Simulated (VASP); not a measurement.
BN:

```
N B
1.0
     0.00000    1.81300    1.81300
     1.81300    0.00000    1.81300
     1.81300    1.81300    0.00000
N B
1 1
Direct
  0.25000 0.25000 0.25000
  0.00000 0.00000 0.00000
```

Program: VASP 6.6.1. Alike in all runs: task single point; cell as given; cutoff (eV) 520.

Problem. Order these runs on this cell by their band gap on the k mesh, lowest first.
A. level HSE06; potentials or basis VASP PAW PBE potentials, release 64 (N, B); spin off; k mesh 10 × 10 × 10; smearing fermi-dirac 0.05 eV; grid for exact exchange (PRECFOCK) Normal; share of exact exchange 0.25; screening parameter 0.2079 1/Å
B. level B3LYP+D3(BJ); potentials or basis VASP PAW PBE potentials, release 64 (N, B); spin off; k mesh 8 × 8 × 8; smearing gaussian 0.01 eV; grid for exact exchange (PRECFOCK) Normal; share of exact exchange 0.2
C. level LDA; potentials or basis VASP PAW LDA potentials, release 64 (N, B); spin collinear, ferromagnetic start; k mesh 13 × 13 × 13; smearing gaussian 0.05 eV

Solution. C (4.41 eV), A (5.76 eV), B (6.54 eV).

Caveats: the cell stands under tension; an odd mesh through Γ misses points on the zone boundary, where band edges can lie (at least some runs); three body term missing (at least some runs).

A k mesh can miss the band edges, odd and even meshes differently.
